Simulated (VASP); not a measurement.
# C (Fd-3m) in VASP: further runs

Aim: see how the results for C move with the level of theory and the settings. Levels: r2SCAN, PBEsol+D4, PBEsol, HSE06, PBE0. Tasks: single point.

All numbers are computed with VASP 6.6.1; they aren't measurements. Logs are shortened: lines on timing, memory, paths and dates and some standing lists are left out, and cuts for length are marked.

### 1 The cell of the first run

It takes space group Fd-3m (No. 227, cubic). Conventional cell: a = 3.567 Å, b = 3.567 Å, c = 3.567 Å, α = 90.00°, β = 90.00°, γ = 90.00°. Within 2.1 Å of C (site symmetry -43m) lie 4 C at 1.54 Å.

### 2 Single point, r2SCAN

File POSCAR:

```
C
1.0
    0.0000000000      1.7833700000      1.7833700000
    1.7833700000      0.0000000000      1.7833700000
    1.7833700000      1.7833700000      0.0000000000
C
2
Direct
    0.7500000000      0.7500000000      0.7500000000
    0.5000000000      0.5000000000      0.5000000000
```

File INCAR.step1:

```
  PREC = Accurate
  ENCUT = 1430
  ISMEAR = -1
  SIGMA = 0.05
  LREAL = F
  LASPH = T
  NELM = 120
  NBANDS = 11
  GGA = PE
  ALGO = Normal
  EDIFF = 1E-5
  LWAVE = T
  LCHARG = F
  GGA_COMPAT = F
```

File INCAR.step2:

```
  PREC = Accurate
  ENCUT = 1430
  EDIFF = 1E-6
  ISMEAR = -1
  SIGMA = 0.05
  LREAL = F
  LASPH = T
  NELM = 120
  ALGO = Normal
  ISIF = 2
  LWAVE = F
  LCHARG = F
  METAGGA = R2SCAN
  LMIXTAU = T
  NBANDS = 11
  ISTART = 1
  GGA_COMPAT = F
```

File KPOINTS:

```
Automatic mesh
0
Gamma
  7 7 7
```

Potentials or basis: VASP PAW PBE potentials, release 64 (C_h).

On the command line:

```bash
cat potpaw_PBE.64/C_h/POTCAR > POTCAR
cp INCAR.step1 INCAR
mpirun -np 1 vasp_std > vasp.out
cp INCAR.step2 INCAR
mpirun -np 1 vasp_std > vasp.out
```

OUTCAR:

```text
PREC = Accurate
   ENCUT = 1430
   EDIFF = 1E-6
   ISMEAR = -1
   LREAL = F
   LASPH = T
   NELM = 120
   ISIF = 2
   METAGGA = R2SCAN
   ISTART = 1

 ion  position               nearest neighbor table
   1  0.750  0.750  0.750-
   2  0.500  0.500  0.500-

  LATTYP: Found a face centered cubic cell.
 ALAT       =     3.5667400000

  Lattice vectors:

 A1 = (   0.0000000000,   1.7833700000,   1.7833700000)
 A2 = (   1.7833700000,   0.0000000000,   1.7833700000)
 A3 = (   1.7833700000,   1.7833700000,   0.0000000000)

Analysis of symmetry for initial positions (statically):
=====================================================================
 Subroutine PRICEL returns:
 Original cell was already a primitive cell.

 Routine SETGRP: Setting up the symmetry group for a
 face centered cubic supercell.

 Subroutine GETGRP returns: Found 48 space group operations
 (whereof 24 operations were pure point group operations)
 out of a pool of 48 trial point group operations.

The static configuration has the point symmetry T_d .
 The point group associated with its full space group is O_h .

Analysis of symmetry for dynamics (positions and initial velocities):
=====================================================================
 Subroutine PRICEL returns:
 Original cell was already a primitive cell.

 Routine SETGRP: Setting up the symmetry group for a
 face centered cubic supercell.

 Subroutine GETGRP returns: Found 48 space group operations
 (whereof 24 operations were pure point group operations)
 out of a pool of 48 trial point group operations.

The dynamic configuration has the point symmetry T_d .
 The point group associated with its full space group is O_h .

 Subroutine INISYM returns: Found 48 space group operations
 (whereof 24 operations are pure point group operations),
 and found     1 'primitive' translations

----------------------------------------------------------------------------------------

                                     Primitive cell

  volume of cell :      11.3437

  direct lattice vectors                    reciprocal lattice vectors
     0.000000000  1.783370000  1.783370000    -0.280368067  0.280368067  0.280368067
     1.783370000  0.000000000  1.783370000     0.280368067 -0.280368067  0.280368067
     1.783370000  1.783370000  0.000000000     0.280368067  0.280368067 -0.280368067

[... 81 lines left out ...]
   NSW    =      0    number of steps for IOM
   IBRION =     -1    ionic relax: 0-MD 1-quasi-New 2-CG
   NFREE  =      0    steps in history (QN), initial steepest desc. (CG)
   ISIF   =      2    stress and relaxation
   ISYM   =      2    0-nonsym 1-usesym 2-fastsym
   POTIM  = 0.5000    time-step for ionic-motion
   TEBEG  =    0.0;   TEEND  =   0.0 temperature during run
   PSTRESS=    0.0 pullay stress
   NELECT =       8.0000    total number of electrons
   NUPDOWN=      -1.0000    fix difference up-down
   EMIN   =  10.00;   EMAX   =-10.00  energy-range for DOS
   EFERMI =   0.00;   METHOD = LEGACY
   ISMEAR =    -1;   SIGMA  =   0.05  broadening in eV -4-tet -1-fermi 0-gaus
   EFERMI_NEDOS =   21; number of points for ismear=-14 and -15
   IALGO  =     38    algorithm
   IMIX   =      4    mixing-type and parameters
     AMIX     =   0.40;   BMIX     =  1.00
     AMIX_MAG =   1.60;   BMIX_MAG =  1.00
  volume/ion in A,a.u.               =       5.67        38.28
  Fermi-wavevector in a.u.,A,eV,Ry     =   1.457203  2.753714 28.891161  2.123440
  Thomas-Fermi vector in A             =   2.574032
   LORBIT       =      0    0 simple, 1 ext, 2 COOP (PROOUT), +10 PAW based schemes
   METAGGA = R2SCAN    functional components
   LHFCALC =     F    Hartree Fock is set to
   AEXX    =    0.0000 exact exchange contribution
   IVDW    =     0    specifies the selected vdW correction
   LEPSILON=     F    determine dielectric tensor
   LRPA    =     F    only Hartree local field effects (RPA)
 non-spin polarized calculation
  energy-cutoff  :     1430.00
  volume of cell :       11.34
 maximum number of plane-waves:      1411
   NGX = 15   NGY = 15   NGZ = 15

 number of electron       8.0000000 magnetization

 Free energy of the ion-electron system (eV)
  ---------------------------------------------------
  ext. energy  EPLUGINS =         0.00000000
  ---------------------------------------------------
  free energy    TOTEN  =       -19.71910026 eV

  energy without entropy =      -19.71910026  energy(sigma->0) =      -19.71910026

 E-fermi :  12.0200     XC(G=0): -14.2694

 val. band max:       10.9087563089   @ k =   0.0000   0.0000   0.0000
 cond. band min:      15.4048034656   @ k =   0.4286   0.4286   0.0000
 fundamental gap:      4.4960471568
 Fermi energy:        12.0200165463

 k-point     1 :       0.0000    0.0000    0.0000
  band No.  band energies     occupation
      1     -11.7607      2.00000
      2      10.9088      2.00000
      3      10.9088      2.00000
      4      10.9088      2.00000
      5      16.7876      0.00000
      6      16.7876      0.00000
      7      16.7876      0.00000
      8      24.7608      0.00000
      9      31.3072      0.00000
     10      38.2599      0.00000
     11      38.2599      0.00000
[... 253 lines left out ...]
 k-point    20 :      -0.2857    0.4286    0.1429
  band No.  band energies     occupation
      1      -2.9855      2.00000
      2      -1.1846      2.00000
      3       1.3649      2.00000
      4       3.9866      2.00000
      5      19.5222      0.00000
      6      23.3798      0.00000
      7      24.3832      0.00000
      8      25.2896      0.00000
      9      31.3064      0.00000
     10      35.1358      0.00000
     11      40.0457      0.00000

------------------------ aborting loop because EDIFF is reached ----------------------------------------

  FORCE on cell =-STRESS in cart. coord.  units (eV):
  Direction    XX          YY          ZZ          XY          YZ          ZX
  --------------------------------------------------------------------------------------
  -------------------------------------------------------------------------------------
  Total       -0.2147124     -0.2147124     -0.2147124      0.0000000     -0.0000000      0.0000000
  in kB      -30.3258688    -30.3258688    -30.3258688      0.0000000     -0.0000000      0.0000000
  external PRESSURE =     -30.3258688 kB  Pullay stress =       0.0000000 kB

 VOLUME and BASIS-vectors are now :
 -----------------------------------------------------------------------------
  energy-cutoff  :     1430.00
  volume of cell :       11.34
      direct lattice vectors                 reciprocal lattice vectors
     0.000000000  1.783370000  1.783370000    -0.280368067  0.280368067  0.280368067
     1.783370000  0.000000000  1.783370000     0.280368067 -0.280368067  0.280368067
     1.783370000  1.783370000  0.000000000     0.280368067  0.280368067 -0.280368067

 POSITION                                       TOTAL-FORCE (eV/Angst)
 -----------------------------------------------------------------------------------
      2.67505      2.67505      2.67505         0.000000      0.000000      0.000000
      1.78337      1.78337      1.78337        -0.000000     -0.000000     -0.000000
 -----------------------------------------------------------------------------------
    total drift:                               -0.000000     -0.000000      0.000000

  FREE ENERGIE OF THE ION-ELECTRON SYSTEM (eV)
  ---------------------------------------------------
  free  energy   TOTEN  =       -19.7191002586 eV

  energy  without entropy=      -19.7191002586  energy(sigma->0) =      -19.71910026
```

OUTCAR.step1:

```text
PREC = Accurate
   ENCUT = 1430
   ISMEAR = -1
   LREAL = F
   LASPH = T
   NELM = 120
[... 493 lines left out ...]
 -----------------------------------------------------------------------------------
      2.67505      2.67505      2.67505        -0.000000     -0.000000     -0.000000
      1.78337      1.78337      1.78337         0.000000      0.000000      0.000000
 -----------------------------------------------------------------------------------
    total drift:                               -0.000000     -0.000000      0.000000

  FREE ENERGIE OF THE ION-ELECTRON SYSTEM (eV)
  ---------------------------------------------------
  free  energy   TOTEN  =       -18.2125695027 eV

  energy  without entropy=      -18.2125695027  energy(sigma->0) =      -18.21256950
```

OSZICAR.step1:

```text
N       E                     dE             d eps       ncg     rms          rms(c)
DAV:   1     0.226130072821E+02    0.22613E+02   -0.86393E+03   440   0.160E+03
DAV:   2    -0.175393801785E+02   -0.40152E+02   -0.37595E+02   630   0.205E+02
DAV:   3    -0.188283136807E+02   -0.12889E+01   -0.12852E+01   533   0.306E+01
DAV:   4    -0.188321559927E+02   -0.38423E-02   -0.38421E-02   470   0.190E+00
DAV:   5    -0.188321609718E+02   -0.49791E-05   -0.49791E-05   515   0.730E-02    0.479E+00
DAV:   6    -0.183682109595E+02    0.46395E+00   -0.23876E-01   461   0.351E+00    0.264E+00
DAV:   7    -0.182106106515E+02    0.15760E+00   -0.29642E-01   479   0.389E+00    0.356E-01
DAV:   8    -0.182125045793E+02   -0.18939E-02   -0.85450E-03   452   0.868E-01    0.413E-02
DAV:   9    -0.182125518868E+02   -0.47308E-04   -0.59197E-05   531   0.689E-02    0.188E-02
DAV:  10    -0.182125696389E+02   -0.17752E-04   -0.14954E-05   467   0.352E-02    0.248E-03
DAV:  11    -0.182125695027E+02    0.13618E-06   -0.25419E-07   232   0.528E-03
   1 F= -.18212570E+02 E0= -.18212570E+02  d E =-.514884E-10
```

It took 30 s on 1 thread of AMD EPYC 7R13 (Zen 3), shared host; peak memory 0.14 GiB.

Results:

| Quantity | Value |
| --- | --- |
| Free energy | -19.7191 eV |
| Pressure | -3.0 GPa |
| Band gap on the k mesh | 4.50 eV (least direct gap 5.88 eV) |

Caveat: the k points lie up to 0.44 Å⁻¹ apart; the PAW data sets were made with another functional, which shifts forces and pressure a little; an odd mesh through Γ misses points on the zone boundary, where band edges can lie.

### 3 Single point, PBEsol+D4

This run uses another cell than the first one, of 5.57 Å³/atom.

File INCAR:

```
SYSTEM = C
ALGO = Normal
EDIFF = 1E-6
ENCUT = 1300
GGA = PS
GGA_COMPAT = .FALSE.
ISIF = 2
ISMEAR = -1
IVDW = 13
LASPH = .TRUE.
LCHARG = .FALSE.
LREAL = .FALSE.
LWAVE = .FALSE.
NBANDS = 11
NELM = 120
PREC = Accurate
SIGMA = 0.05
```

File KPOINTS:

```
k-points
0
G
  13 13 13
  0 0 0
```

File POSCAR:

```
C
1.0
    0.0000000000      1.7728545540      1.7728545540
    1.7728545540      0.0000000000      1.7728545540
    1.7728545540      1.7728545540      0.0000000000
C
2
Direct
    0.7500000000      0.7500000000      0.7500000000
    0.5000000000      0.5000000000      0.5000000000
```

Potentials or basis: VASP PAW PBE potentials, release 64 (C_h).

On the command line:

```bash
cat potpaw_PBE.64/C_h/POTCAR > POTCAR
mpirun -np 1 vasp_std > vasp.out
```

It took 36 s on 1 thread of Intel Xeon Platinum 8488C (Sapphire Rapids), shared host; peak memory 0.18 GiB.

It converged, with:

- Free energy: -19.5180 eV
- Pressure: 0.1 GPa
- Band gap on the k mesh: 4.06 eV (least direct gap 5.59 eV)
- Dispersion energy per atom: -0.121 eV

Levels at points of the mesh, in eV from the valence-band top:
```
           k point  band 1  band 2  band 3  band 4  band 5  band 6  band 7  band 8
(0.00, 0.00, 0.00)  -21.76    0.00    0.00    0.00    5.59    5.59    5.59   13.78
```

Caveat: the PAW data sets were made with another functional, which shifts forces and pressure a little; an odd mesh through Γ misses points on the zone boundary, where band edges can lie. PBEsol gaps usually lie below the measured ones, often by a third to a half.

### 4 Single point, PBEsol

This run uses another cell than the first one, of 5.55 Å³/atom.

File INCAR:

```
  ALGO = Normal
  EDIFF = 1E-6
  ENCUT = 1300
  GGA = PS
  GGA_COMPAT = False
  ISIF = 2
  ISMEAR = -1
  LASPH = True
  LCHARG = False
  LREAL = False
  LWAVE = False
  NBANDS = 11
  NELM = 120
  PREC = Accurate
  SIGMA = 0.05
```

File KPOINTS:

```
k-points
0
Gamma
  13 13 13
```

File POSCAR:

```
C
1.0
    0.0000000000      1.7704611759      1.7704611759
    1.7704611759      0.0000000000      1.7704611759
    1.7704611759      1.7704611759      0.0000000000
C
2
Direct
    0.7500000000      0.7500000000      0.7500000000
    0.5000000000      0.5000000000      0.5000000000
```

On the command line:

```bash
cat potpaw_PBE.64/C_h/POTCAR > POTCAR
mpirun -np 1 vasp_std > vasp.out
```

Wall time 16 s (1 thread of Intel Xeon 6975P-C (Granite Rapids), shared host); peak memory 0.17 GiB.

It converged, with:

| Property | Result |
| --- | --- |
| Free energy | -19.2751 eV |
| Pressure | 5.1 GPa |
| Band gap on the k mesh | 4.06 eV (least direct gap 5.60 eV) |

Levels at points of the mesh, in eV from the valence-band top:
| k point | band 1 | band 2 | band 3 | band 4 | band 5 | band 6 | band 7 | band 8 |
| --- | --- | --- | --- | --- | --- | --- | --- | --- |
| (0.00, 0.00, 0.00) | -21.81 | 0.00 | 0.00 | 0.00 | 5.60 | 5.60 | 5.60 | 13.87 |

Caveat: the cell stands under pressure; the PAW data sets were made with another functional, which shifts forces and pressure a little; an odd mesh through Γ misses points on the zone boundary, where band edges can lie. As with any semilocal functional, this PBEsol gap is likely too small.

### 5 Single point, HSE06

This run uses another cell than the first one, of 6.01 Å³/atom.

File POSCAR:

```
C
1.0
    0.0000000000      1.8183469191      1.8183469191
    1.8183469191      0.0000000000      1.8183469191
    1.8183469191      1.8183469191      0.0000000000
C
2
Direct
    0.7500000000      0.7500000000      0.7500000000
    0.5000000000      0.5000000000      0.5000000000
```

File INCAR.step1:

```
SYSTEM = C
PREC = Accurate
ENCUT = 520
EDIFF = 1E-5
ISMEAR = -1
SIGMA = 0.05
LREAL = .FALSE.
LASPH = .TRUE.
NELM = 100
ALGO = Normal
ISIF = 2
LWAVE = .TRUE.
LCHARG = .FALSE.
NBANDS = 11
GGA = PE
```

File INCAR.step2:

```
SYSTEM = C
PREC = Accurate
ENCUT = 520
EDIFF = 1E-7
ISMEAR = -1
SIGMA = 0.05
LREAL = .FALSE.
LASPH = .TRUE.
NELM = 100
ALGO = Normal
ISIF = 2
LWAVE = .FALSE.
LCHARG = .FALSE.
GGA = PE
LHFCALC = .TRUE.
HFSCREEN = 0.2079
PRECFOCK = Normal
NBANDS = 11
ISTART = 1
```

File KPOINTS:

```
regular mesh
0
G
  8 8 8
  0 0 0
```

Potentials or basis: VASP PAW PBE potentials, release 64 (C).

On the command line:

```bash
cat potpaw_PBE.64/C/POTCAR > POTCAR
cp INCAR.step1 INCAR
mpirun -np 1 vasp_std > vasp.out
cp INCAR.step2 INCAR
mpirun -np 1 vasp_std > vasp.out
```

Wall time 10 min (1 thread of Intel Xeon Platinum 8259CL at 2.50GHz (Skylake/Cascade Lake), shared host); peak memory 0.22 GiB.

It converged, with:

```yaml
Free_energy: -20.9669 eV
Pressure: -30.6 GPa
Band_gap_on_the_k_mesh: 5.14 eV (least direct gap 6.79 eV)
```

Levels at points of the mesh, in eV from the valence-band top:
| k point | band 1 | band 2 | band 3 | band 4 | band 5 | band 6 | band 7 | band 8 | band 9 |
| --- | --- | --- | --- | --- | --- | --- | --- | --- | --- |
| (0.00, 0.00, 0.00) | -22.73 | 0.00 | 0.00 | 0.00 | 6.79 | 6.79 | 6.79 | 13.88 | 20.07 |
| (0.50, 0.00, 0.00) | -16.86 | -13.96 | -2.91 | -2.91 | 9.52 | 9.76 | 9.76 | 17.07 | 23.02 |
| (0.50, 0.50, 0.00) | -13.65 | -13.65 | -6.50 | -6.50 | 5.77 | 5.77 | 18.30 | 18.30 | 24.41 |

Caveat: the cell stands under tension; the PAW data sets were made with another functional, which shifts forces and pressure a little.

### 6 Single point, PBE0

This run uses another cell than the first one, of 6.01 Å³/atom.

POSCAR is that of step 5.

File INCAR.step1:

```
PREC = Accurate ; ENCUT = 520
EDIFF = 1E-5 ; ISMEAR = -1
SIGMA = 0.05 ; LREAL = F
LASPH = T ; NELM = 80
ALGO = Normal ; ISIF = 2
LWAVE = T ; NBANDS = 11
GGA = PE
```

File INCAR.step2:

```
PREC = Accurate ; ENCUT = 520
EDIFF = 1E-6 ; ISMEAR = -1
SIGMA = 0.05 ; LREAL = F
LASPH = T ; NELM = 80
ALGO = Normal ; ISIF = 2
LWAVE = F ; LCHARG = T
GGA = PE ; LHFCALC = T
AEXX = 0.25 ; PRECFOCK = Normal
LELF = T ; LVHAR = T
NBANDS = 11 ; ISTART = 1
```

File KPOINTS:

```
Automatic mesh
0
Gamma
  8 8 8
```

Potentials or basis: VASP PAW PBE potentials, release 64 (C).

On the command line:

```bash
cat potpaw_PBE.64/C/POTCAR > POTCAR
cp INCAR.step1 INCAR
mpirun -np 1 vasp_std > vasp.out
cp INCAR.step2 INCAR
mpirun -np 1 vasp_std > vasp.out
```

Run time: 9.1 min. Hardware: 1 thread of Intel Xeon Platinum 8259CL at 2.50GHz (Skylake/Cascade Lake), shared host; peak memory 0.13 GiB.

The run converged. Its results:

| Item | Value |
| --- | --- |
| Free energy | -22.0465 eV |
| Pressure | -30.7 GPa |
| Band gap on the k mesh | 5.90 eV (least direct gap 7.54 eV) |

Levels at points of the mesh, in eV from the valence-band top:
```
           k point  band 1  band 2  band 3  band 4  band 5  band 6  band 7  band 8
(0.00, 0.00, 0.00)  -22.78    0.00    0.00    0.00    7.54    7.54    7.54   14.67
(0.50, 0.00, 0.00)  -16.91  -14.01   -2.93   -2.93   10.29   10.52   10.52   17.85
(0.50, 0.50, 0.00)  -13.70  -13.70   -6.53   -6.53    6.54    6.54   19.08   19.08
```

Caveat: the cell stands under tension; the PAW data sets were made with another functional, which shifts forces and pressure a little.

### 7 Overview

```csv
level,potentials or basis,cell,k mesh,cutoff (eV),grid for exact exchange (PRECFOCK),share of exact exchange,screening parameter,gap on the mesh (eV),pressure (GPa)
r2SCAN,"VASP PAW PBE potentials, release 64 (C_h)","a = 2.522 Å, angles 60.0°, 2 atoms",7 × 7 × 7,1430,-,-,-,4.50,-3.0
PBEsol+D4,"VASP PAW PBE potentials, release 64 (C_h)","a = 2.507 Å, angles 60.0°, 2 atoms",13 × 13 × 13,1300,-,-,-,4.06,0.1
PBEsol,"VASP PAW PBE potentials, release 64 (C_h)","a = 2.504 Å, angles 60.0°, 2 atoms",13 × 13 × 13,1300,-,-,-,4.06,5.1
HSE06,"VASP PAW PBE potentials, release 64 (C)","a = 2.572 Å, angles 60.0°, 2 atoms",8 × 8 × 8,520,Normal,0.25,0.2079 1/Å,5.14,-30.6
PBE0,"VASP PAW PBE potentials, release 64 (C)","a = 2.572 Å, angles 60.0°, 2 atoms",8 × 8 × 8,520,Normal,0.25,-,5.90,-30.7
```

Alike in all rows: task single point; no spin polarisation; smearing fermi-dirac 0.05 eV.

Caveats: some runs use coarse meshes; the PAW data sets were made with another functional, which shifts forces and pressure a little; an odd mesh through Γ misses points on the zone boundary, where band edges can lie (at least some runs); the cell stands under tension (at least some runs); the cell stands under pressure (at least some runs).

Total energies depend on the potentials used, so only differences within one code and one set of settings carry meaning.
